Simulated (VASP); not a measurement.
# SiC (P6_3mc) in VASP: further runs, part 2 of 2

VASP 6.6.1. Earlier steps stand in the parts before.

**3. Relaxation of cell and atoms, PBE+D3(BJ)**

This run uses another cell than the first one, of 10.50 Å³/atom, 1.022 times its volume.

File INCAR:

```
SYSTEM = SiC
  PREC = Accurate
  ENCUT = 600
  EDIFF = 1E-6
  ISMEAR = 0
  SIGMA = 0.02
  LREAL = .FALSE.
  LASPH = .TRUE.
  NELM = 80
  ALGO = Normal
  ISIF = 3
  LWAVE = .FALSE.
  LCHARG = .FALSE.
  GGA = PE
  IVDW = 12
  IBRION = 2
  NSW = 70
  EDIFFG = -0.005
```

File KPOINTS:

```
regular mesh
0
G
  12 12 2
  0 0 0
```

File POSCAR:

```
SiC
1.0
    3.0949980732      0.0000000000      0.0000000000
   -1.5474990366      2.6803469561      0.0000000000
    0.0000000000      0.0000000000     15.1864399598
Si C
6 6
Direct
    0.0000000000      0.0000000000      0.1250399221
    0.0000000000      0.0000000000      0.6250399221
    0.3333333333      0.6666666667      0.2918177992
    0.6666666667      0.3333333333      0.7918177992
    0.3333333333      0.6666666667      0.9583095063
    0.6666666667      0.3333333333      0.4583095063
    0.0000000000      0.0000000000     -0.0003123164
    0.0000000000      0.0000000000      0.4996876836
    0.3333333333      0.6666666667      0.1668296831
    0.6666666667      0.3333333333      0.6668296831
    0.3333333333      0.6666666667      0.8333154056
    0.6666666667      0.3333333333      0.3333154056
```

Potentials or basis: VASP PAW PBE potentials, release 64 (Si, C).

Started as:

```sh
$ cat potpaw_PBE.64/Si/POTCAR potpaw_PBE.64/C/POTCAR > POTCAR
$ mpirun -np 1 vasp_std > vasp.out
```

OUTCAR:

```text
SYSTEM = SiC
   PREC = Accurate
   ENCUT = 600
   EDIFF = 1E-6
   ISMEAR = 0
   LREAL = .FALSE.
   LASPH = .TRUE.
   NELM = 80
   ISIF = 3
   GGA = PE
   IVDW = 12
   IBRION = 2
   NSW = 70
   EDIFFG = -0.005
 IVDW          = 12

 ion  position               nearest neighbor table
   1  0.000  0.000  0.125-   9 1.90   9 1.90   9 1.90   7 1.90   5 3.10   5 3.10   5 3.10   3 3.10
                             3 3.10   3 3.10
   2  0.000  0.000  0.625-  10 1.90  10 1.90  10 1.90   8 1.90   6 3.10   6 3.10   6 3.10   4 3.10
                             4 3.10   4 3.10
   3  0.333  0.667  0.292-  12 1.89  12 1.89  12 1.89   9 1.90   6 3.10   6 3.10   6 3.10   1 3.10
                             1 3.10   1 3.10
   4  0.667  0.333  0.792-  11 1.89  11 1.89  11 1.89  10 1.90   5 3.10   5 3.10   5 3.10   2 3.10
                             2 3.10   2 3.10
   5  0.333  0.667  0.958-   7 1.89   7 1.89   7 1.89  11 1.90   4 3.10   4 3.10   4 3.10   1 3.10
                             1 3.10   1 3.10
   6  0.667  0.333  0.458-   8 1.89   8 1.89   8 1.89  12 1.90   3 3.10   3 3.10   3 3.10   2 3.10
                             2 3.10   2 3.10
   7  0.000  0.000  1.000-   5 1.89   5 1.89   5 1.89   1 1.90
   8  0.000  0.000  0.500-   6 1.89   6 1.89   6 1.89   2 1.90
   9  0.333  0.667  0.167-   1 1.90   1 1.90   1 1.90   3 1.90
  10  0.667  0.333  0.667-   2 1.90   2 1.90   2 1.90   4 1.90
  11  0.333  0.667  0.833-   4 1.89   4 1.89   4 1.89   5 1.90
  12  0.667  0.333  0.333-   3 1.89   3 1.89   3 1.89   6 1.90

  LATTYP: Found a hexagonal cell.
 ALAT       =     3.0949980732
 C/A-ratio  =     4.9067687929

  Lattice vectors:

[... 189 lines left out ...]
 NGX is ok and might be reduce to    28
   NGX = 13   NGY = 13   NGZ = 61

--------------------------------------- Ionic step        1  -------------------------------------------

 number of electron      47.9999999 magnetization

 Free energy of the ion-electron system (eV)
  ---------------------------------------------------
  ext. energy  EPLUGINS =         0.00000000
  ---------------------------------------------------
  free energy    TOTEN  =       -90.38195747 eV

  energy without entropy =      -90.38195747  energy(sigma->0) =      -90.38195747

------------------------ aborting loop because EDIFF is reached ----------------------------------------

 Edisp (eV)   -3.55882

 E8    (eV) :    -1.3372
[... 241 lines left out ...]
--------------------------------------- Ionic step        6  -------------------------------------------

 number of electron      47.9999998 magnetization

 Free energy of the ion-electron system (eV)
  ---------------------------------------------------
  ext. energy  EPLUGINS =         0.00000000
  ---------------------------------------------------
  free energy    TOTEN  =       -90.34318125 eV

  energy without entropy =      -90.34318125  energy(sigma->0) =      -90.34318125

 E-fermi :   8.3851     XC(G=0): -11.3880

 val. band max:        8.2388017067   @ k =   0.0000   0.0000   0.0000
 cond. band min:      10.2626932310   @ k =   0.5000  -0.0000   0.0000
 fundamental gap:      2.0238915243
 Fermi energy:         8.3851296145

 k-point     1 :       0.0000    0.0000    0.0000
  band No.  band energies     occupation
      1      -7.2780      2.00000
      2      -6.7535      2.00000
      3      -6.7173      2.00000
      4      -5.2130      2.00000
      5      -5.1842      2.00000
      6      -3.6831      2.00000
[... 805 lines left out ...]
     30      13.5888      0.00000
     31      14.3795      0.00000

 [... further k-points ...]

------------------------ aborting loop because EDIFF is reached ----------------------------------------

 Edisp (eV)   -3.63931

 E8    (eV) :    -1.3670
[... 35 lines left out ...]
  FREE ENERGIE OF THE ION-ELECTRON SYSTEM (eV)
  ---------------------------------------------------
  free  energy   TOTEN  =       -93.9824960168 eV

  energy  without entropy=      -93.9824960168  energy(sigma->0) =      -93.98249602

 reached required accuracy - stopping structural energy minimisation
```

CONTCAR:

```text
SiC
   1.00000000000000
     3.0720734558849960   -0.0000000000000000   -0.0000000000000000
    -1.5360367279424980    2.6604936551321718    0.0000000000000000
     0.0000000000000000    0.0000000000000000   15.0737088394632686
  Si              C
     6     6
Direct
     0.0000000000000000    0.0000000000000000    0.1250332173538029
     0.0000000000000000    0.0000000000000000    0.6250332173538029
     0.3333333332999970    0.6666666667000030    0.2918183143387657
     0.6666666667000030    0.3333333332999970    0.7918183143387657
     0.3333333332999970    0.6666666667000030    0.9583081450738907
     0.6666666667000030    0.3333333332999970    0.4583081450738907
     0.0000000000000000    0.0000000000000000    0.9996927735413861
     0.0000000000000000    0.0000000000000000    0.4996927735413861
     0.3333333332999970    0.6666666667000030    0.1668327689098814
     0.6666666667000030    0.3333333332999970    0.6668327689098813
     0.3333333332999970    0.6666666667000030    0.8333147806822646
     0.6666666667000030    0.3333333332999970    0.3333147806822646

  0.00000000E+00  0.00000000E+00  0.00000000E+00
  0.00000000E+00  0.00000000E+00  0.00000000E+00
  0.00000000E+00  0.00000000E+00  0.00000000E+00
  0.00000000E+00  0.00000000E+00  0.00000000E+00
  0.00000000E+00  0.00000000E+00  0.00000000E+00
  0.00000000E+00  0.00000000E+00  0.00000000E+00
  0.00000000E+00  0.00000000E+00  0.00000000E+00
  0.00000000E+00  0.00000000E+00  0.00000000E+00
  0.00000000E+00  0.00000000E+00  0.00000000E+00
  0.00000000E+00  0.00000000E+00  0.00000000E+00
  0.00000000E+00  0.00000000E+00  0.00000000E+00
  0.00000000E+00  0.00000000E+00  0.00000000E+00
```

It took 9.7 min on 1 thread of Intel Xeon Platinum 8488C (Sapphire Rapids), shared host; peak memory 0.39 GiB.

Results:

```yaml
Free_energy: -93.9825 eV
Relaxed_volume: 10.27 Å³/atom
Relaxed_cell: a = 3.072 Å, b = 3.072 Å, c = 15.074 Å, α = 90.00°, β = 90.00°, γ = 120.00°
Space_group_after_relaxing_to_0.05_Å: P6_3mc (No. 186)
Energy_gained_by_relaxing: 3.5 meV/atom
Ionic_steps: 6
Pressure_after_relaxing: 0.0 GPa
Band_gap_on_the_k_mesh: 2.02 eV, indirect (least direct gap 3.12 eV)
Dispersion_energy_per_atom: -0.303 eV
```

Step by step:
| step | energy change (eV) | largest force (eV/Å) | pressure (GPa) | volume (Å³) |
| --- | --- | --- | --- | --- |
| 1 | 0.0000 | 0.0019 | -4.72 | 125.98 |
| 2 | 0.0030 | 0.0153 | 5.27 | 120.43 |
| 3 | -0.0417 | 0.0065 | -0.01 | 123.21 |
| 4 | -0.0417 | 0.0066 | 0.09 | 123.16 |
| 5 | -0.0417 | 0.0061 | -0.08 | 123.25 |
| 6 | -0.0417 | 0.0012 | 0.01 | 123.20 |

Final structure:
```
Si C
1.0
     3.07207    0.00000    0.00000
    -1.53604    2.66049    0.00000
     0.00000    0.00000   15.07371
Si C
6 6
Direct
  0.00000 0.00000 0.12503
  0.00000 0.00000 0.62503
  0.33333 0.66667 0.29182
  0.66667 0.33333 0.79182
  0.33333 0.66667 0.95831
  0.66667 0.33333 0.45831
  0.00000 0.00000 0.99969
  0.00000 0.00000 0.49969
  0.33333 0.66667 0.16683
  0.66667 0.33333 0.66683
  0.33333 0.66667 0.83331
  0.66667 0.33333 0.33331
```

A k mesh can miss the band edges. As with any semilocal functional, this PBE gap is likely too small.
